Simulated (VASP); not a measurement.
Wanted: the native input for a VASP 6.6.1 run.

```yaml
Task: single point
Functional: RPBE
Potentials_or_basis: VASP PAW PBE potentials, release 64 (Pt, Se)
Cutoff: 520 eV
k_mesh: 8 × 8 × 5
Occupations: fermi-dirac, width 0.05 eV
Spin: no spin polarisation
Dipole_correction: no
Further_INCAR_settings: ALGO = Normal; EDIFF = 1e-07; NBANDS = 18
```

The structure of PtSe2 (Sudovikovite) lies in POSCAR:

```
PtSe2
1.0
    3.7240000000      0.0000000000      0.0000000000
   -1.8620000000      3.2250786037      0.0000000000
    0.0000000000      0.0000000000      5.0620000000
Pt Se
1 2
Direct
    0.0000000000      0.0000000000      0.0000000000
    0.6666666667      0.3333333333      0.7500000000
    0.3333333333      0.6666666667      0.2500000000
```

One way to write it, as run:

INCAR

```
  PREC = Accurate
  ENCUT = 520
  EDIFF = 1E-7
  ISMEAR = -1
  SIGMA = 0.05
  LREAL = False
  LASPH = True
  NELM = 60
  ALGO = Normal
  ISIF = 2
  LWAVE = False
  LCHARG = False
  GGA = RP
  NBANDS = 18
```

KPOINTS

```
Automatic mesh
0
Gamma
  8 8 5
```

Potentials or basis: VASP PAW PBE potentials, release 64 (Pt, Se).

The run is started by

```sh
$ cat potpaw_PBE.64/Pt/POTCAR potpaw_PBE.64/Se/POTCAR > POTCAR
$ mpirun -np 1 vasp_std > vasp.out
```

Results of the run:

The pressure is 9.8 GPa and the largest force is 0.644 eV/Å. The band gap on the k mesh is zero (band 11 reaches 7.04 eV, above the bottom of band 12 at 6.78 eV).

Caveat: the PAW data sets were made with another functional, which shifts forces and pressure a little; spin-orbit coupling is left out, which moves the levels of the heavy elements.

Wall time 20 s on 1 thread of Intel(R) Xeon(R) 6975P-C (Granite Rapids), with other jobs on the host, peak memory 0.2 GiB.
